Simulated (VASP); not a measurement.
# C (I4_1/amd) in VASP: notebook

The runs below take C through single point, with PBEsol.

Everything below comes from runs of VASP 6.6.1. Logs are shortened: lines on timing, memory, paths and dates and some standing lists are left out, and cuts for length are marked.

**1. The cell of the first run**

Symmetry: I4_1/amd, No. 141, tetragonal system. Conventional cell: a = 2.663 Å, b = 2.663 Å, c = 3.201 Å, α = 90.00°, β = 90.00°, γ = 90.00°. Within 2.1 Å of C (site symmetry -4m2) lie 4 C at 1.55 Å.

**2. Single point, PBEsol**

INCAR

```
SYSTEM = C
PREC = Accurate
ENCUT = 520
EDIFF = 1E-6
ISMEAR = 0
SIGMA = 0.05
LREAL = .False.
LASPH = .True.
NELM = 80
ALGO = Normal
ISIF = 2
LWAVE = .False.
LCHARG = .False.
GGA = PS
NBANDS = 11
```

KPOINTS

```
regular mesh
0
Gamma
  12 12 12
  0 0 0
```

POSCAR

```
C
1.0
    0.0000000000      1.8826768702      1.6002753396
    1.8826768702      0.0000000000      1.6002753396
    1.8826768702      1.8826768702      0.0000000000
C
2
Direct
    0.5000000000      0.5000000000      0.5000000000
    0.7500000000      0.7500000000      0.7500000000
```

Potentials or basis: VASP PAW PBE potentials, release 64 (C).

The run is started by

```bash
cat potpaw_PBE.64/C/POTCAR > POTCAR
mpirun -np 1 vasp_std > vasp.out
```

OUTCAR:

```text
SYSTEM = C
   PREC = Accurate
   ENCUT = 520
   EDIFF = 1E-6
   ISMEAR = 0
   LREAL = .False.
   LASPH = .True.
   NELM = 80
   ISIF = 2
   GGA = PS

 ion  position               nearest neighbor table
   1  0.500  0.500  0.500-   2 1.55   2 1.55   2 1.55   2 1.55
   2  0.750  0.750  0.750-   1 1.55   1 1.55   1 1.55   1 1.55

  LATTYP: Found a body centered tetragonal cell.
 ALAT       =     2.6625071634
 C/A-ratio  =     1.2020815280

  Lattice vectors:

 A1 = (   0.0000000000,  -1.8826768702,  -1.6002753396)
 A2 = (   0.0000000000,   1.8826768702,  -1.6002753396)
 A3 = (   1.8826768702,   0.0000000000,   1.6002753396)

Analysis of symmetry for initial positions (statically):
=====================================================================
 Subroutine PRICEL returns:
 Original cell was already a primitive cell.

 Routine SETGRP: Setting up the symmetry group for a
 body centered tetragonal supercell.

 Subroutine GETGRP returns: Found 16 space group operations
 (whereof  8 operations were pure point group operations)
 out of a pool of 16 trial point group operations.

The static configuration has the point symmetry D_2d.
 The point group associated with its full space group is D_4h.

Analysis of symmetry for dynamics (positions and initial velocities):
=====================================================================
 Subroutine PRICEL returns:
 Original cell was already a primitive cell.

 Routine SETGRP: Setting up the symmetry group for a
 body centered tetragonal supercell.

 Subroutine GETGRP returns: Found 16 space group operations
 (whereof  8 operations were pure point group operations)
 out of a pool of 16 trial point group operations.

The dynamic configuration has the point symmetry D_2d.
 The point group associated with its full space group is D_4h.

 Subroutine INISYM returns: Found 16 space group operations
 (whereof  8 operations are pure point group operations),
 and found     1 'primitive' translations

----------------------------------------------------------------------------------------

                                     Primitive cell

  volume of cell :      11.3443

  direct lattice vectors                    reciprocal lattice vectors
     0.000000000  1.882676870  1.600275340    -0.265579297  0.265579297  0.312446232
     1.882676870  0.000000000  1.600275340     0.265579297 -0.265579297  0.312446232
     1.882676870  1.882676870  0.000000000     0.265579297  0.265579297 -0.312446232

  length of vectors
     2.470901325  2.470901325  2.662507163     0.488556419  0.488556419  0.488556419

  position of ions in fractional coordinates (direct lattice)
     0.500000000  0.500000000  0.500000000
     0.750000000  0.750000000  0.750000000

  ion indices of the primitive-cell ions
   primitive index   ion index
                 1           1
                 2           2

----------------------------------------------------------------------------------------

 KPOINTS: regular mesh

Automatic generation of k-mesh.
 Grid dimensions read from file:
 generate k-points for:   12   12   12

 Generating k-lattice:

  Cartesian coordinates                     Fractional coordinates (reciprocal lattice)
    -0.022131608  0.022131608  0.026037186     0.083333333  0.000000000  0.000000000
     0.022131608 -0.022131608  0.026037186     0.000000000  0.083333333  0.000000000
     0.022131608  0.022131608 -0.026037186    -0.000000000 -0.000000000  0.083333333

  Length of vectors
     0.040713035  0.040713035  0.040713035

  Shift w.r.t. Gamma in fractional coordinates (k-lattice)
     0.000000000  0.000000000  0.000000000

 Subroutine IBZKPT returns following result:
 ===========================================

 Found    163 irreducible k-points:

 Following reciprocal coordinates:
            Coordinates               Weight
  0.000000  0.000000  0.000000      1.000000
  0.083333  0.000000  0.000000      8.000000
  0.166667  0.000000  0.000000      8.000000
  0.250000  0.000000  0.000000      8.000000
  0.333333  0.000000  0.000000      8.000000
  0.416667  0.000000  0.000000      8.000000
[... 16 lines left out ...]
  0.500000  0.166667  0.000000      8.000000
 -0.416667  0.166667  0.000000      8.000000
 [... further k-points ...]
   k-points           NKPTS =    163   k-points in BZ     NKDIM =    163   number of bands    NBANDS=     11
   number of dos      NEDOS =    301   number of ions     NIONS =      2
   total plane-waves  NPLWV =   6480
   dimension x,y,z NGX =    18 NGY =   18 NGZ =   20
   dimension x,y,z NGXF=    36 NGYF=   36 NGZF=   40
   ions per type =               2
   NGX,Y,Z   is equivalent  to a cutoff of  12.11, 12.11, 12.49 a.u.
   NGXF,Y,Z  is equivalent  to a cutoff of  24.22, 24.22, 24.98 a.u.
 SYSTEM =  C
   PREC   = accura    normal or accurate (medium, high low for compatibility)
   ISTART =      0    job   : 0-new  1-cont  2-samecut
   ICHARG =      2    charge: 1-file 2-atom 10-const
   ISPIN  =      1    spin polarized calculation?
   LNONCOLLINEAR =      F non collinear calculations
   LSORBIT =      F    spin-orbit coupling
   LASPH  =      T    aspherical Exc in radial PAW
   ENCUT  =  520.0 eV  38.22 Ry    6.18 a.u.   4.59  4.59  4.95*2*pi/ulx,y,z
   NELM   =     80;   NELMIN=  2; NELMDL= -5     # of ELM steps
   EDIFF  = 0.1E-05   stopping-criterion for ELM
   LREAL  =      F    real-space projection
   EDIFFG = 0.1E-04   stopping-criterion for IOM
   NSW    =      0    number of steps for IOM
   IBRION =     -1    ionic relax: 0-MD 1-quasi-New 2-CG
   NFREE  =      0    steps in history (QN), initial steepest desc. (CG)
   ISIF   =      2    stress and relaxation
   ISYM   =      2    0-nonsym 1-usesym 2-fastsym
   POTIM  = 0.5000    time-step for ionic-motion
   TEBEG  =    0.0;   TEEND  =   0.0 temperature during run
   PSTRESS=    0.0 pullay stress
   NELECT =       8.0000    total number of electrons
   NUPDOWN=      -1.0000    fix difference up-down
   EMIN   =  10.00;   EMAX   =-10.00  energy-range for DOS
   EFERMI =   0.00;   METHOD = LEGACY
   ISMEAR =     0;   SIGMA  =   0.05  broadening in eV -4-tet -1-fermi 0-gaus
   EFERMI_NEDOS =   21; number of points for ismear=-14 and -15
   IALGO  =     38    algorithm
   IMIX   =      4    mixing-type and parameters
     AMIX     =   0.40;   BMIX     =  1.00
     AMIX_MAG =   1.60;   BMIX_MAG =  1.00
  volume/ion in A,a.u.               =       5.67        38.28
  Fermi-wavevector in a.u.,A,eV,Ry     =   1.457178  2.753668 28.890189  2.123369
  Thomas-Fermi vector in A             =   2.574010
   LORBIT       =      0    0 simple, 1 ext, 2 COOP (PROOUT), +10 PAW based schemes
   GGA     = PS    functional components
   LHFCALC =     F    Hartree Fock is set to
   AEXX    =    0.0000 exact exchange contribution
   IVDW    =     0    specifies the selected vdW correction
   LEPSILON=     F    determine dielectric tensor
   LRPA    =     F    only Hartree local field effects (RPA)
 non-spin polarized calculation
 Gauss-broadening in eV      SIGMA  =   0.05
  energy-cutoff  :      520.00
  volume of cell :       11.34
 maximum number of plane-waves:       311
   NGX =  9   NGY =  9   NGZ =  9

 number of electron       8.0000001 magnetization

 Free energy of the ion-electron system (eV)
  ---------------------------------------------------
  ext. energy  EPLUGINS =         0.00000000
  ---------------------------------------------------
  free energy    TOTEN  =       -18.74200336 eV

  energy without entropy =      -18.74200024  energy(sigma->0) =      -18.74200180

 E-fermi :  11.1935     XC(G=0): -13.4650

 val. band max:       11.1162176597   @ k =   0.0000   0.0000   0.0000
 cond. band min:      11.2801011696   @ k =   0.4167   0.4167   0.0000
 fundamental gap:      0.1638835099
 Fermi energy:        11.1935453273

 k-point     1 :       0.0000    0.0000    0.0000
  band No.  band energies     occupation
      1     -11.7733      2.00000
      2       9.0569      2.00000
      3       9.0569      2.00000
      4      11.1162      1.97127
      5      14.2332      0.00000
      6      16.1987      0.00000
      7      16.1987      0.00000
      8      22.8178      0.00000
      9      28.9914      0.00000
     10      32.1912      0.00000
     11      34.4687      0.00000

 k-point     2 :       0.0833    0.0000    0.0000
  band No.  band energies     occupation
      1     -11.5774      2.00000
      2       8.2138      2.00000
      3       8.7015      2.00000
      4      10.5149      2.00000
      5      14.5360      0.00000
      6      16.5348      0.00000
      7      16.9057      0.00000
      8      22.9978      0.00000
      9      29.3120      0.00000
     10      31.1073      0.00000
     11      32.7888      0.00000

 k-point     3 :       0.1667    0.0000    0.0000
  band No.  band energies     occupation
      1     -10.9920      2.00000
      2       5.9924      2.00000
      3       7.8950      2.00000
      4       9.6788      2.00000
      5      15.1181      0.00000
      6      17.1718      0.00000
      7      18.1530      0.00000
      8      23.5340      0.00000
      9      29.7507      0.00000
     10      30.4331      0.00000
     11      31.8424      0.00000

 k-point     4 :       0.2500    0.0000    0.0000
  band No.  band energies     occupation
      1     -10.0252      2.00000
      2       3.2410      2.00000
      3       7.0250      2.00000
      4       9.0180      2.00000
      5      15.5728      0.00000
      6      17.5533      0.00000
      7      19.3125      0.00000
      8      24.3184      0.00000
      9      29.6020      0.00000
     10      31.0660      0.00000
     11      32.4334      0.00000
[... 239 lines left out ...]
 k-point    22 :       0.4167    0.1667    0.0000
  band No.  band energies     occupation
      1      -6.9731      2.00000
      2      -0.5593      2.00000
      3       4.4672      2.00000
      4       6.9986      2.00000
      5      14.3213      0.00000
      6      20.1517      0.00000
      7      20.4822      0.00000
      8      22.0495      0.00000
      9      32.2187      0.00000
     10      33.5379      0.00000
     11      36.9766      0.00000

 k-point    23 :       0.5000    0.1667    0.0000
  band No.  band energies     occupation
      1      -5.4005      2.00000
      2      -2.6615      2.00000
      3       4.4413      2.00000
      4       6.3921      2.00000
      5      14.7119      0.00000
      6      19.8953      0.00000
      7      21.5433      0.00000
      8      22.3586      0.00000
      9      30.9645      0.00000
     10      33.8529      0.00000
     11      36.4335      0.00000

 k-point    24 :      -0.4167    0.1667    0.0000
  band No.  band energies     occupation
      1      -5.7776      2.00000
      2      -2.2288      2.00000
      3       4.7493      2.00000
      4       5.8989      2.00000
      5      14.9686      0.00000
      6      19.6399      0.00000
      7      22.0385      0.00000
      8      23.6494      0.00000
      9      29.2374      0.00000
     10      33.6403      0.00000
     11      33.9199      0.00000

 [... further k-points ...]
[... 5 lines left out ...]
  --------------------------------------------------------------------------------------
  -------------------------------------------------------------------------------------
  Total       -3.1668769     -3.1668769      5.5854478      0.0000000      0.0000000      0.0000000
  in kB     -447.2655868   -447.2655868    788.8461192      0.0000000      0.0000000      0.0000000
  external PRESSURE =     -35.2283515 kB  Pullay stress =       0.0000000 kB

 VOLUME and BASIS-vectors are now :
 -----------------------------------------------------------------------------
  energy-cutoff  :      520.00
  volume of cell :       11.34
      direct lattice vectors                 reciprocal lattice vectors
     0.000000000  1.882676870  1.600275340    -0.265579297  0.265579297  0.312446232
     1.882676870  0.000000000  1.600275340     0.265579297 -0.265579297  0.312446232
     1.882676870  1.882676870  0.000000000     0.265579297  0.265579297 -0.312446232

 POSITION                                       TOTAL-FORCE (eV/Angst)
 -----------------------------------------------------------------------------------
      1.88268      1.88268      1.60028         0.000000      0.000000      0.000000
      2.82402      2.82402      2.40041        -0.000000     -0.000000      0.000000
 -----------------------------------------------------------------------------------
    total drift:                                0.000000     -0.000000      0.000000

  FREE ENERGIE OF THE ION-ELECTRON SYSTEM (eV)
  ---------------------------------------------------
  free  energy   TOTEN  =       -18.7420033607 eV

  energy  without entropy=      -18.7420002354  energy(sigma->0) =      -18.74200180
```

It took 6.1 s on 1 thread of Intel Xeon 6975P-C (Granite Rapids), shared host; peak memory 0.12 GiB.

Results:

- Free energy: -18.7420 eV
- Pressure: -3.5 GPa
- Band gap on the k mesh: 0.16 eV, indirect (least direct gap 3.12 eV)

Levels at points of the mesh, in eV from the valence-band top:
```
           k point  band 1  band 2  band 3  band 4  band 5  band 6  band 7  band 8  band 9
(0.00, 0.00, 0.00)  -22.89   -2.06   -2.06    0.00    3.12    5.08    5.08   11.70   17.88
(0.50, 0.00, 0.00)  -16.94  -14.76   -5.42   -2.96    4.71    6.24   10.05   14.44   20.04
(0.50, 0.50, 0.00)  -12.34  -12.34   -9.15   -9.15    0.85    0.85   15.72   15.72   22.83
(0.50, 0.00, 0.50)  -14.92  -14.92   -6.68   -6.68    4.72    4.72   13.98   13.98   20.00
```

Caveat: the PAW data sets were made with another functional, which shifts forces and pressure a little. A k mesh can miss the band edges.

[end of part 1 of 3]
